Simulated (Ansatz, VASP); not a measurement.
## C in VASP and in Ansatz

```
C
1.0
    -2.39791    2.39791    2.47717
     2.39791   -2.39791    2.47717
     2.39791    2.39791   -2.47717
C
8
Direct
  0.59107 0.40893 0.50000
  0.15893 0.15893 0.31785
  0.84107 0.84107 0.68215
  0.90893 0.09107 0.50000
  0.15893 0.84107 0.00000
  0.59107 0.09107 0.18215
  0.90893 0.40893 0.81785
  0.84107 0.15893 0.00000
```

Alike in both runs: task relaxation of cell and atoms; functional PBE; k mesh 6 × 6 × 6; occupations gaussian, width 0.1 eV; no spin polarisation.

```csv
,VASP,Ansatz
version,VASP 6.6.1,Ansatz 0.2.0
potentials or method,"VASP PAW PBE potentials, release 64 (C), cutoff 600 eV","scalar-relativistic, plane waves, PAW"
valence electrons in the cell,32,32
```

Ansatz gave:

| Quantity | Value |
| --- | --- |
| gap on the k mesh at the Fermi level, each at its own relaxed structure (eV) | 3.30 |
| relaxed volume (Å³/atom) | 7.58 |
| relaxed cell length with the largest relative difference (Å) | 4.286 |

Q: Which values does VASP return?

A: gap on the k mesh at the Fermi level, each at its own relaxed structure (eV): 3.28; relaxed volume (Å³/atom): 7.57; relaxed cell length with the largest relative difference (Å): 4.286.
